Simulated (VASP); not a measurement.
# Pd (P6_3/mmc) in VASP: a series of runs

Pd is run at these levels: RPBE; tasks: single point.

Program: VASP 6.6.1. These are calculated values, not measurements. Logs are shortened: lines on timing, memory, paths and dates and some standing lists are left out, and cuts for length are marked.

## (1) The cell of the first run

It takes space group P6_3/mmc (No. 194, hexagonal). The conventional cell has a = 2.810 Å, b = 2.810 Å, c = 9.262 Å, α = 90.00°, β = 90.00°, γ = 120.00°. Within 3.7 Å of Pd (site symmetry -3m) lie 12 Pd at 2.81 to 2.83 Å. Pd (site symmetry -6m2) has 12 Pd at 2.81 to 2.83 Å within 3.7 Å.

## (2) Single point, RPBE

INCAR reads:

```
SYSTEM = Pd
PREC = Accurate
ENCUT = 520
EDIFF = 1E-6
ISMEAR = -1
SIGMA = 0.1
LREAL = .False.
LASPH = .True.
NELM = 60
ALGO = Normal
ISIF = 2
LWAVE = .False.
LCHARG = .False.
GGA = RP
NBANDS = 28
```

KPOINTS reads:

```
regular mesh
0
Gamma
  14 14 4
  0 0 0
```

POSCAR reads:

```
Pd
1.0
    2.8104923619      0.0000000000      0.0000000000
   -1.4052461810      2.4339577826      0.0000000000
    0.0000000000      0.0000000000      9.2618297452
Pd
4
Direct
    0.0000000000      0.0000000000      0.0000000000
    0.0000000000      0.0000000000      0.5000000000
    0.3333333333      0.6666666667      0.2500000000
    0.6666666667      0.3333333333      0.7500000000
```

Potentials or basis: VASP PAW PBE potentials, release 64 (Pd).

Command:

```sh
> cat potpaw_PBE.64/Pd/POTCAR > POTCAR
> mpirun -np 1 vasp_std > vasp.out
```

OUTCAR:

```text
SYSTEM = Pd
   PREC = Accurate
   ENCUT = 520
   EDIFF = 1E-6
   ISMEAR = -1
   LREAL = .False.
   LASPH = .True.
   NELM = 60
   ISIF = 2
   GGA = RP

 ion  position               nearest neighbor table
   1  0.000  0.000  0.000-   3 2.83   4 2.83   4 2.83   3 2.83   4 2.83   3 2.83
   2  0.000  0.000  0.500-   3 2.83   4 2.83   4 2.83   3 2.83   4 2.83   3 2.83
   3  0.333  0.667  0.250-   1 2.83   2 2.83   1 2.83   2 2.83   1 2.83   2 2.83
   4  0.667  0.333  0.750-   1 2.83   2 2.83   1 2.83   2 2.83   1 2.83   2 2.83

  LATTYP: Found a hexagonal cell.
 ALAT       =     2.8104923619
 C/A-ratio  =     3.2954473995

  Lattice vectors:

 A1 = (   2.8104923619,   0.0000000000,   0.0000000000)
 A2 = (  -1.4052461810,   2.4339577826,   0.0000000000)
 A3 = (   0.0000000000,   0.0000000000,   9.2618297452)

Analysis of symmetry for initial positions (statically):
=====================================================================
 Subroutine PRICEL returns:
 Original cell was already a primitive cell.

 Routine SETGRP: Setting up the symmetry group for a
 hexagonal supercell.

 Subroutine GETGRP returns: Found 24 space group operations
 (whereof 12 operations were pure point group operations)
 out of a pool of 24 trial point group operations.

The static configuration has the point symmetry D_3d.
 The point group associated with its full space group is D_6h.

Analysis of symmetry for dynamics (positions and initial velocities):
=====================================================================
 Subroutine PRICEL returns:
 Original cell was already a primitive cell.

 Routine SETGRP: Setting up the symmetry group for a
 hexagonal supercell.

 Subroutine GETGRP returns: Found 24 space group operations
 (whereof 12 operations were pure point group operations)
 out of a pool of 24 trial point group operations.

The dynamic configuration has the point symmetry D_3d.
 The point group associated with its full space group is D_6h.

 Subroutine INISYM returns: Found 24 space group operations
 (whereof 12 operations are pure point group operations),
 and found     1 'primitive' translations

----------------------------------------------------------------------------------------

                                     Primitive cell

  volume of cell :      63.3567

  direct lattice vectors                    reciprocal lattice vectors
     2.810492362  0.000000000  0.000000000     0.355809542  0.205426735  0.000000000
    -1.405246181  2.433957783  0.000000000     0.000000000  0.410853470  0.000000000
     0.000000000  0.000000000  9.261829745     0.000000000  0.000000000  0.107970026

  length of vectors
     2.810492362  2.810492362  9.261829745     0.410853470  0.410853470  0.107970026

  position of ions in fractional coordinates (direct lattice)
     0.000000000  0.000000000  0.000000000
     0.000000000  0.000000000  0.500000000
     0.333333333  0.666666667  0.250000000
     0.666666667  0.333333333  0.750000000

  ion indices of the primitive-cell ions
   primitive index   ion index
                 1           1
                 2           2
                 3           3
                 4           4

----------------------------------------------------------------------------------------

 KPOINTS: regular mesh

Automatic generation of k-mesh.
 Grid dimensions read from file:
 generate k-points for:   14   14    4

 Generating k-lattice:

  Cartesian coordinates                     Fractional coordinates (reciprocal lattice)
     0.025414967  0.014673338  0.000000000     0.071428571  0.000000000  0.000000000
     0.000000000  0.029346676  0.000000000     0.000000000  0.071428571  0.000000000
     0.000000000  0.000000000  0.026992507     0.000000000  0.000000000  0.250000000

  Length of vectors
     0.029346676  0.029346676  0.026992507

  Shift w.r.t. Gamma in fractional coordinates (k-lattice)
     0.000000000  0.000000000  0.000000000

 Subroutine IBZKPT returns following result:
 ===========================================

 Found     72 irreducible k-points:

 Following reciprocal coordinates:
            Coordinates               Weight
  0.000000  0.000000  0.000000      1.000000
  0.071429 -0.000000  0.000000      6.000000
  0.142857 -0.000000  0.000000      6.000000
  0.214286 -0.000000  0.000000      6.000000
  0.285714 -0.000000  0.000000      6.000000
  0.357143 -0.000000  0.000000      6.000000
[... 16 lines left out ...]
  0.285714  0.285714  0.000000      6.000000
  0.357143  0.285714  0.000000      6.000000
 [... further k-points ...]
   k-points           NKPTS =     72   k-points in BZ     NKDIM =     72   number of bands    NBANDS=     28
   number of dos      NEDOS =    301   number of ions     NIONS =      4
   total plane-waves  NPLWV =  40320
   dimension x,y,z NGX =    24 NGY =   24 NGZ =   70
   dimension x,y,z NGXF=    48 NGYF=   48 NGZF=  140
   ions per type =               4
   NGX,Y,Z   is equivalent  to a cutoff of  14.20, 14.20, 12.56 a.u.
   NGXF,Y,Z  is equivalent  to a cutoff of  28.39, 28.39, 25.13 a.u.
 SYSTEM =  Pd
   PREC   = accura    normal or accurate (medium, high low for compatibility)
   ISTART =      0    job   : 0-new  1-cont  2-samecut
   ICHARG =      2    charge: 1-file 2-atom 10-const
   ISPIN  =      1    spin polarized calculation?
   LNONCOLLINEAR =      F non collinear calculations
   LSORBIT =      F    spin-orbit coupling
   LASPH  =      T    aspherical Exc in radial PAW
   ENCUT  =  520.0 eV  38.22 Ry    6.18 a.u.   5.23  5.23 17.22*2*pi/ulx,y,z
   NELM   =     60;   NELMIN=  2; NELMDL= -5     # of ELM steps
   EDIFF  = 0.1E-05   stopping-criterion for ELM
   LREAL  =      F    real-space projection
   EDIFFG = 0.1E-04   stopping-criterion for IOM
   NSW    =      0    number of steps for IOM
   IBRION =     -1    ionic relax: 0-MD 1-quasi-New 2-CG
   NFREE  =      0    steps in history (QN), initial steepest desc. (CG)
   ISIF   =      2    stress and relaxation
   ISYM   =      2    0-nonsym 1-usesym 2-fastsym
   POTIM  = 0.5000    time-step for ionic-motion
   TEBEG  =    0.0;   TEEND  =   0.0 temperature during run
   PSTRESS=    0.0 pullay stress
   NELECT =      40.0000    total number of electrons
   NUPDOWN=      -1.0000    fix difference up-down
   EMIN   =  10.00;   EMAX   =-10.00  energy-range for DOS
   EFERMI =   0.00;   METHOD = LEGACY
   ISMEAR =    -1;   SIGMA  =   0.10  broadening in eV -4-tet -1-fermi 0-gaus
   EFERMI_NEDOS =   21; number of points for ismear=-14 and -15
   IALGO  =     38    algorithm
   IMIX   =      4    mixing-type and parameters
     AMIX     =   0.40;   BMIX     =  1.00
     AMIX_MAG =   1.60;   BMIX_MAG =  1.00
  volume/ion in A,a.u.               =      15.84       106.89
  Fermi-wavevector in a.u.,A,eV,Ry     =   1.404421  2.653971 26.836121  1.972399
  Thomas-Fermi vector in A             =   2.526985
   LORBIT       =      0    0 simple, 1 ext, 2 COOP (PROOUT), +10 PAW based schemes
   GGA     = RP    functional components
   LHFCALC =     F    Hartree Fock is set to
   AEXX    =    0.0000 exact exchange contribution
   IVDW    =     0    specifies the selected vdW correction
   LEPSILON=     F    determine dielectric tensor
   LRPA    =     F    only Hartree local field effects (RPA)
 non-spin polarized calculation
  energy-cutoff  :      520.00
  volume of cell :       63.36
 maximum number of plane-waves:      1726
 NGX is ok and might be reduce to    24
   NGX = 11   NGY = 11   NGZ = 35

 number of electron      39.9999997 magnetization

 Free energy of the ion-electron system (eV)
  ---------------------------------------------------
  ext. energy  EPLUGINS =         0.00000000
  ---------------------------------------------------
  free energy    TOTEN  =       -18.60528389 eV

  energy without entropy =      -18.31861356  energy(sigma->0) =      -18.46194873

 E-fermi :   8.7637     XC(G=0): -12.6319

 val. band max:        8.7607502695   @ k =   0.2857   0.1429   0.5000
 cond. band min:       8.7640852564   @ k =   0.2143   0.2143   0.0000
 fundamental gap:      0.0033349870
 Fermi energy:         8.7637261579

 k-point     1 :       0.0000    0.0000    0.0000
  band No.  band energies     occupation
      1       2.1799      2.00000
      2       3.7642      2.00000
      3       3.7713      2.00000
      4       3.9888      2.00000
      5       6.1665      2.00000
      6       6.1757      2.00000
[... 20 lines left out ...]
     27      22.5602      0.00000
     28      25.6443      0.00000

 k-point     2 :       0.0714   -0.0000    0.0000
  band No.  band energies     occupation
      1       2.3358      2.00000
      2       3.9047      2.00000
      3       3.9128      2.00000
      4       4.0996      2.00000
      5       5.9432      2.00000
      6       6.0817      2.00000
[... 20 lines left out ...]
     27      22.6586      0.00000
     28      25.6784      0.00000

 k-point     3 :       0.1429   -0.0000    0.0000
  band No.  band energies     occupation
      1       2.7810      2.00000
      2       4.2616      2.00000
      3       4.2811      2.00000
      4       4.3966      2.00000
      5       5.5957      2.00000
      6       5.7951      2.00000
[... 20 lines left out ...]
     27      22.9384      0.00000
     28      24.7202      0.00000

 k-point     4 :       0.2143   -0.0000    0.0000
  band No.  band energies     occupation
      1       3.4265      2.00000
      2       4.5141      2.00000
      3       4.5986      2.00000
      4       4.7671      2.00000
      5       5.3439      2.00000
      6       5.5121      2.00000
[... 578 lines left out ...]
     27      17.6249      0.00000
     28      19.4573      0.00000

 k-point    23 :       0.2857    0.2857    0.0000
  band No.  band energies     occupation
      1       4.7919      2.00000
      2       4.8277      2.00000
      3       4.8567      2.00000
      4       5.1793      2.00000
      5       5.3310      2.00000
      6       5.4814      2.00000
[... 20 lines left out ...]
     27      18.2367      0.00000
     28      18.2906      0.00000

 k-point    24 :       0.3571    0.2857    0.0000
  band No.  band energies     occupation
      1       4.7757      2.00000
      2       4.9374      2.00000
      3       5.0533      2.00000
      4       5.1970      2.00000
      5       5.2156      2.00000
      6       5.3653      2.00000
[... 20 lines left out ...]
     27      17.0067      0.00000
     28      18.1669      0.00000

 [... further k-points ...]
[... 5 lines left out ...]
  --------------------------------------------------------------------------------------
  -------------------------------------------------------------------------------------
  Total       -0.0148383     -0.0148383     -0.2295851      0.0000000      0.0000000     -0.0000000
  in kB       -0.3752348     -0.3752348     -5.8058008      0.0000000      0.0000000     -0.0000000
  external PRESSURE =      -2.1854235 kB  Pullay stress =       0.0000000 kB

 VOLUME and BASIS-vectors are now :
 -----------------------------------------------------------------------------
  energy-cutoff  :      520.00
  volume of cell :       63.36
      direct lattice vectors                 reciprocal lattice vectors
     2.810492362  0.000000000  0.000000000     0.355809542  0.205426735  0.000000000
    -1.405246181  2.433957783  0.000000000     0.000000000  0.410853470  0.000000000
     0.000000000  0.000000000  9.261829745     0.000000000  0.000000000  0.107970026

 POSITION                                       TOTAL-FORCE (eV/Angst)
 -----------------------------------------------------------------------------------
      0.00000      0.00000      0.00000         0.000000      0.000000      0.000000
      0.00000      0.00000      4.63091         0.000000      0.000000      0.000000
     -0.00000      1.62264      2.31546        -0.000000      0.000000     -0.000000
      1.40525      0.81132      6.94637         0.000000     -0.000000     -0.000000
 -----------------------------------------------------------------------------------
    total drift:                               -0.000000      0.000000      0.000000

  FREE ENERGIE OF THE ION-ELECTRON SYSTEM (eV)
  ---------------------------------------------------
  free  energy   TOTEN  =       -18.6052838933 eV

  energy  without entropy=      -18.3186135603  energy(sigma->0) =      -18.46194873
```

Wall time 73 s (1 thread of Intel Xeon 6975P-C, shared host); peak memory 0.25 GiB.

What came out:

| Property | Result |
| --- | --- |
| Free energy | -18.6053 eV |
| Pressure | -0.2 GPa |
| Band gap on the k mesh | zero (band 20 reaches 8.92 eV, above the bottom of band 21 at 8.11 eV) |

Caveat: the PAW data sets were made with another functional, which shifts forces and pressure a little.

## (3) Single point, RPBE (volume scaled by 1.04)

INCAR reads:

```
  PREC = Accurate
  ENCUT = 520
  EDIFF = 1E-6
  ISMEAR = -1
  SIGMA = 0.1
  LREAL = False
  LASPH = True
  NELM = 60
  ALGO = Normal
  ISIF = 2
  LWAVE = False
  LCHARG = False
  GGA = RP
  NBANDS = 28
```

KPOINTS reads:

```
Automatic mesh
0
Gamma
  14 14 4
```

POSCAR reads:

```
Pd
1.0
    2.8474767658      0.0000000000      0.0000000000
   -1.4237383829      2.4659872159      0.0000000000
    0.0000000000      0.0000000000      9.3837099029
Pd
4
Direct
    0.0000000000      0.0000000000      0.0000000000
    0.0000000000      0.0000000000      0.5000000000
    0.3333333333      0.6666666667      0.2500000000
    0.6666666667      0.3333333333      0.7500000000
```

Potentials or basis: VASP PAW PBE potentials, release 64 (Pd).

Command:

```sh
> cat potpaw_PBE.64/Pd/POTCAR > POTCAR
> mpirun -np 1 vasp_std > vasp.out
```

Wall time 82 s (1 thread of Intel Xeon 6975P-C, shared host); peak memory 0.25 GiB.

It converged, with:

| Quantity | Value |
| --- | --- |
| Free energy | -18.5613 eV |
| Pressure | -5.3 GPa |
| Band gap on the k mesh | zero (band 20 reaches 8.31 eV, above the bottom of band 21 at 7.55 eV) |

Stress tensor (GPa, compression positive):
```
-5.13  0.00  0.00
 0.00 -5.13  0.00
 0.00  0.00 -5.57
```

Levels at points of the mesh, in eV from the Fermi level:
| k point | band 18 | band 19 | band 20 | band 21 | band 22 | band 23 |
| --- | --- | --- | --- | --- | --- | --- |
| (0.00, 0.00, 0.00) | -0.91 | -0.91 | -0.62 | -0.62 | -0.14 | -0.14 |
| (0.50, 0.00, 0.00) | 0.11 | 0.12 | 0.14 | 1.63 | 2.52 | 3.48 |
| (0.00, 0.00, 0.50) | -1.11 | -0.62 | -0.62 | -0.35 | -0.35 | -0.35 |
| (0.50, 0.00, 0.50) | -0.02 | 0.11 | 0.11 | 2.41 | 2.41 | 3.68 |

Caveat: the PAW data sets were made with another functional, which shifts forces and pressure a little.

## (4) Single point, RPBE (volume scaled by 1.08)

INCAR reads:

```
SYSTEM = Pd
PREC = Accurate
ENCUT = 520
EDIFF = 1E-6
ISMEAR = -1
SIGMA = 0.1
LREAL = .False.
LASPH = .True.
NELM = 80
ALGO = Normal
ISIF = 2
LWAVE = .False.
LCHARG = .True.
GGA = RP
LELF = .True.
LVHAR = .True.
NBANDS = 28
```

KPOINTS reads:

```
Automatic mesh
0
Gamma
  14 14 4
  0 0 0
```

POSCAR reads:

```
Pd
1.0
    2.8835246023      0.0000000000      0.0000000000
   -1.4417623012      2.4972055580      0.0000000000
    0.0000000000      0.0000000000      9.5025036519
Pd
4
Direct
    0.0000000000      0.0000000000      0.0000000000
    0.0000000000      0.0000000000      0.5000000000
    0.3333333333      0.6666666667      0.2500000000
    0.6666666667      0.3333333333      0.7500000000
```

Command:

```sh
> cat potpaw_PBE.64/Pd/POTCAR > POTCAR
> mpirun -np 1 vasp_std > vasp.out
```

It took 66 s on 1 thread of Intel Xeon 6975P-C, shared host; peak memory 0.25 GiB.

Results (log left out):

```
Free energy            : -18.4473 eV
Pressure               : -9.1 GPa
Band gap on the k mesh : zero (band 20 reaches 7.75 eV, above the bottom of band 21 at 7.04 eV)
```

Stress tensor (GPa, compression positive):
```
-9.00  0.00  0.00
 0.00 -9.00  0.00
 0.00  0.00 -9.36
```

Levels at points of the mesh, in eV from the Fermi level:
```tsv
k point	band 17	band 18	band 19	band 20	band 21	band 22	band 23	band 24
(0.00, 0.00, 0.00)	-1.22	-0.86	-0.86	-0.59	-0.59	-0.14	-0.14	1.27
(0.50, 0.00, 0.00)	0.02	0.10	0.11	0.12	1.68	2.55	3.39	3.83
(0.00, 0.00, 0.50)	-1.05	-1.05	-0.52	-0.52	-0.33	-0.33	-0.33	-0.33
(0.50, 0.00, 0.50)	-0.03	-0.03	0.10	0.10	2.38	2.38	3.61	3.61
```

Caveat: the PAW data sets were made with another functional, which shifts forces and pressure a little.

(Part 1 of 2 ends here.)
